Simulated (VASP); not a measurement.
# Cd (Fm-3m) in VASP: further runs, part 2 of 2

VASP 6.6.1. The steps go on from the part before.

## (4) Single point, r2SCAN

This run uses another cell than the first one, of 23.08 Å³/atom.

POSCAR

```
Cd
1.0
    0.0000000000      2.2597776675      2.2597776675
    2.2597776675      0.0000000000      2.2597776675
    2.2597776675      2.2597776675      0.0000000000
Cd
1
Direct
    0.0000000000      0.0000000000      0.0000000000
```

INCAR.step1

```
PREC     = Accurate       # precision mode
ENCUT    = 520            # plane-wave cutoff, eV
ISMEAR   = -1             # smearing method
SIGMA    = 0.1            # smearing width, eV
LREAL    = False          # projectors in reciprocal space
LASPH    = True           # aspherical terms in the spheres
NELM     = 60             # most SCF steps
NBANDS   = 12             # bands
GGA      = PE             # functional
ALGO     = Normal         # electronic algorithm
EDIFF    = 1E-4           # SCF threshold, eV
LWAVE    = True           # write WAVECAR
LCHARG   = False          # write CHGCAR
```

INCAR.step2

```
PREC     = Accurate       # precision mode
ENCUT    = 520            # plane-wave cutoff, eV
EDIFF    = 1E-7           # SCF threshold, eV
ISMEAR   = -1             # smearing method
SIGMA    = 0.1            # smearing width, eV
LREAL    = False          # projectors in reciprocal space
LASPH    = True           # aspherical terms in the spheres
NELM     = 60             # most SCF steps
ALGO     = Normal         # electronic algorithm
ISIF     = 2              # what is computed and relaxed
LWAVE    = False          # write WAVECAR
LCHARG   = True           # write CHGCAR
METAGGA  = R2SCAN         # meta-GGA
LMIXTAU  = True         
LELF     = True           # ELF
LVHAR    = True         
NBANDS   = 12             # bands
ISTART   = 1
```

KPOINTS

```
Automatic mesh
0
Gamma
  13 13 13
```

Potentials or basis: VASP PAW PBE potentials, release 64 (Cd).

On the command line:

```sh
$ cat potpaw_PBE.64/Cd/POTCAR > POTCAR
$ cp INCAR.step1 INCAR
$ mpirun -np 1 vasp_std > vasp.out
$ cp INCAR.step2 INCAR
$ mpirun -np 1 vasp_std > vasp.out
```

OUTCAR:

```text
PREC = Accurate
   ENCUT = 520
   EDIFF = 1E-7
   ISMEAR = -1
   LREAL = False
   LASPH = True
   NELM = 60
   ISIF = 2
   METAGGA = R2SCAN
   ISTART = 1

 ion  position               nearest neighbor table
   1  0.000  0.000  0.000-

  LATTYP: Found a face centered cubic cell.
 ALAT       =     4.5195553350

  Lattice vectors:

 A1 = (   0.0000000000,   2.2597776675,   2.2597776675)
 A2 = (   2.2597776675,   0.0000000000,   2.2597776675)
 A3 = (   2.2597776675,   2.2597776675,   0.0000000000)

Analysis of symmetry for initial positions (statically):
=====================================================================
 Subroutine PRICEL returns:
 Original cell was already a primitive cell.

 Routine SETGRP: Setting up the symmetry group for a
 face centered cubic supercell.

 Subroutine GETGRP returns: Found 48 space group operations
 (whereof 48 operations were pure point group operations)
 out of a pool of 48 trial point group operations.

The static configuration has the point symmetry O_h .

Analysis of symmetry for dynamics (positions and initial velocities):
[... 158 lines left out ...]
 val. band max:        2.4117708796   @ k =  -0.3846   0.4615   0.0769
 cond. band min:       2.4275736229   @ k =  -0.3077   0.3846   0.0769
 fundamental gap:      0.0158027433
 Fermi energy:         2.4181907794

 k-point     1 :       0.0000    0.0000    0.0000
  band No.  band energies     occupation
      1      -7.0326      2.00000
      2      -7.0326      2.00000
      3      -7.0326      2.00000
      4      -6.6246      2.00000
      5      -6.6246      2.00000
      6      -6.3109      2.00000
      7      16.6230      0.00000
      8      17.5349      0.00000
      9      17.5349      0.00000
     10      17.5349      0.00000
     11      20.7452      0.00000
     12      20.7452      0.00000
[... 331 lines left out ...]
 k-point    24 :       0.4615    0.1538    0.0000
  band No.  band energies     occupation
      1      -7.3470      2.00000
      2      -7.0505      2.00000
      3      -6.8606      2.00000
      4      -6.5928      2.00000
      5      -6.2748      2.00000
      6      -1.0503      2.00000
      7       3.7357      0.00000
      8      11.9504      0.00000
      9      12.8172      0.00000
     10      14.7549      0.00000
     11      21.9396      0.00000
     12      21.9713      0.00000

 [... further k-points ...]
[... 5 lines left out ...]
  --------------------------------------------------------------------------------------
  -------------------------------------------------------------------------------------
  Total       -0.3562550     -0.3562550     -0.3562550     -0.0000000     -0.0000000     -0.0000000
  in kB      -24.7311548    -24.7311548    -24.7311548     -0.0000000     -0.0000000     -0.0000000
  external PRESSURE =     -24.7311548 kB  Pullay stress =       0.0000000 kB

 VOLUME and BASIS-vectors are now :
 -----------------------------------------------------------------------------
  energy-cutoff  :      520.00
  volume of cell :       23.08
      direct lattice vectors                 reciprocal lattice vectors
     0.000000000  2.259777667  2.259777667    -0.221260705  0.221260705  0.221260705
     2.259777667  0.000000000  2.259777667     0.221260705 -0.221260705  0.221260705
     2.259777667  2.259777667  0.000000000     0.221260705  0.221260705 -0.221260705

 POSITION                                       TOTAL-FORCE (eV/Angst)
 -----------------------------------------------------------------------------------
      0.00000      0.00000      0.00000         0.000000     -0.000000     -0.000000
 -----------------------------------------------------------------------------------
    total drift:                               -0.000000      0.000000     -0.000000

  FREE ENERGIE OF THE ION-ELECTRON SYSTEM (eV)
  ---------------------------------------------------
  free  energy   TOTEN  =       -20.0714654971 eV

  energy  without entropy=      -20.0597583670  energy(sigma->0) =      -20.06561193
```

It took 46 s on 1 thread of Intel Xeon Platinum 8488C (Sapphire Rapids), shared host; peak memory 0.15 GiB.

Results:

```
Free energy            : -20.0715 eV
Pressure               : -2.5 GPa
Band gap on the k mesh : zero (bands 6 and 7 overlap by 2.27 eV)
```

Levels at points of the mesh, in eV from the Fermi level:
| k point | band 2 | band 3 | band 4 | band 5 | band 6 | band 7 | band 8 | band 9 | band 10 | band 11 |
| --- | --- | --- | --- | --- | --- | --- | --- | --- | --- | --- |
| (0.00, 0.00, 0.00) | -9.45 | -9.45 | -9.04 | -9.04 | -8.73 | 14.20 | 15.12 | 15.12 | 15.12 | 18.33 |

Caveat: the PAW data sets were made with another functional, which shifts forces and pressure a little.

## (5) Single point, r2SCAN

This run uses another cell than the first one, of 23.77 Å³/atom.

POSCAR

```
Cd
1.0
    0.0000000000      2.2819337634      2.2819337634
    2.2819337634      0.0000000000      2.2819337634
    2.2819337634      2.2819337634      0.0000000000
Cd
1
Direct
    0.0000000000      0.0000000000      0.0000000000
```

INCAR.step1

```
  PREC = Accurate
  ENCUT = 520
  ISMEAR = -1
  SIGMA = 0.1
  LREAL = False
  LASPH = True
  NELM = 60
  NBANDS = 12
  GGA = PE
  ALGO = Normal
  EDIFF = 1E-4
  LWAVE = True
  LCHARG = False
```

INCAR.step2

```
  PREC = Accurate
  ENCUT = 520
  EDIFF = 1E-6
  ISMEAR = -1
  SIGMA = 0.1
  LREAL = False
  LASPH = True
  NELM = 60
  ALGO = Normal
  ISIF = 2
  LWAVE = False
  LCHARG = True
  METAGGA = R2SCAN
  LMIXTAU = True
  LELF = True
  LVHAR = True
  NBANDS = 12
  ISTART = 1
```

KPOINTS is that of step 4.

Potentials or basis: VASP PAW PBE potentials, release 64 (Cd).

On the command line:

```sh
$ cat potpaw_PBE.64/Cd/POTCAR > POTCAR
$ cp INCAR.step1 INCAR
$ mpirun -np 1 vasp_std > vasp.out
$ cp INCAR.step2 INCAR
$ mpirun -np 1 vasp_std > vasp.out
```

OUTCAR:

```text
PREC = Accurate
   ENCUT = 520
   EDIFF = 1E-6
   ISMEAR = -1
   LREAL = False
   LASPH = True
   NELM = 60
   ISIF = 2
   METAGGA = R2SCAN
   ISTART = 1

 ion  position               nearest neighbor table
   1  0.000  0.000  0.000-

  LATTYP: Found a face centered cubic cell.
 ALAT       =     4.5638675268

  Lattice vectors:

 A1 = (   0.0000000000,   2.2819337634,   2.2819337634)
 A2 = (   2.2819337634,   0.0000000000,   2.2819337634)
 A3 = (   2.2819337634,   2.2819337634,   0.0000000000)
[... 528 lines left out ...]
      3      -6.9972      2.00000
      4      -6.7415      2.00000
      5      -6.4483      2.00000
      6      -1.1686      2.00000
      7       3.5056      0.00001
      8      11.5544      0.00000
      9      12.4150      0.00000
     10      14.3843      0.00000
     11      21.4082      0.00000
     12      21.4595      0.00000

 [... further k-points ...]
[... 5 lines left out ...]
  --------------------------------------------------------------------------------------
  -------------------------------------------------------------------------------------
  Total       -0.5135709     -0.5135709     -0.5135709      0.0000000      0.0000000      0.0000000
  in kB      -34.6235762    -34.6235762    -34.6235762      0.0000000      0.0000000      0.0000000
  external PRESSURE =     -34.6235762 kB  Pullay stress =       0.0000000 kB

 VOLUME and BASIS-vectors are now :
 -----------------------------------------------------------------------------
  energy-cutoff  :      520.00
  volume of cell :       23.77
      direct lattice vectors                 reciprocal lattice vectors
     0.000000000  2.281933763  2.281933763    -0.219112407  0.219112407  0.219112407
     2.281933763  0.000000000  2.281933763     0.219112407 -0.219112407  0.219112407
     2.281933763  2.281933763  0.000000000     0.219112407  0.219112407 -0.219112407

 POSITION                                       TOTAL-FORCE (eV/Angst)
 -----------------------------------------------------------------------------------
      0.00000      0.00000      0.00000         0.000000      0.000000     -0.000000
 -----------------------------------------------------------------------------------
    total drift:                                0.000000      0.000000     -0.000000

  FREE ENERGIE OF THE ION-ELECTRON SYSTEM (eV)
  ---------------------------------------------------
  free  energy   TOTEN  =       -20.0587100317 eV

  energy  without entropy=      -20.0468028771  energy(sigma->0) =      -20.05275645
```

Wall time 35 s (1 thread of Intel Xeon Platinum 8488C (Sapphire Rapids), shared host); peak memory 0.15 GiB.

What came out:

| Item | Value |
| --- | --- |
| Free energy | -20.0587 eV |
| Pressure | -3.5 GPa |
| Band gap on the k mesh | zero (bands 6 and 7 overlap by 2.30 eV) |

Levels at points of the mesh, in eV from the Fermi level:
```
           k point  band 3  band 4  band 5  band 6  band 7  band 8  band 9  band 10
(0.00, 0.00, 0.00)   -9.38   -9.00   -9.00   -8.51   14.09   14.81   14.81    14.81
```

Caveat: the cell stands under tension; the PAW data sets were made with another functional, which shifts forces and pressure a little.

## (6) Summary

| cell | gap on the mesh (eV) | pressure (GPa) |
| --- | --- | --- |
| a = 3.164 Å, angles 60.0°, 1 atom | none | -1.2 |
| a = 3.196 Å, angles 60.0°, 1 atom | none | -2.5 |
| a = 3.227 Å, angles 60.0°, 1 atom | none | -3.5 |

Alike in all rows: task single point; level r2SCAN; potentials or basis VASP PAW PBE potentials, release 64 (Cd); no spin polarisation; k mesh 13 × 13 × 13; cutoff (eV) 520; smearing fermi-dirac 0.1 eV.

Caveats: the PAW data sets were made with another functional, which shifts forces and pressure a little; the cell stands under tension (at least some runs).

Absolute energies hang on the potentials; compare differences alone.

The gap in the log of VASP goes by the Fermi energy; the results here count the filled bands.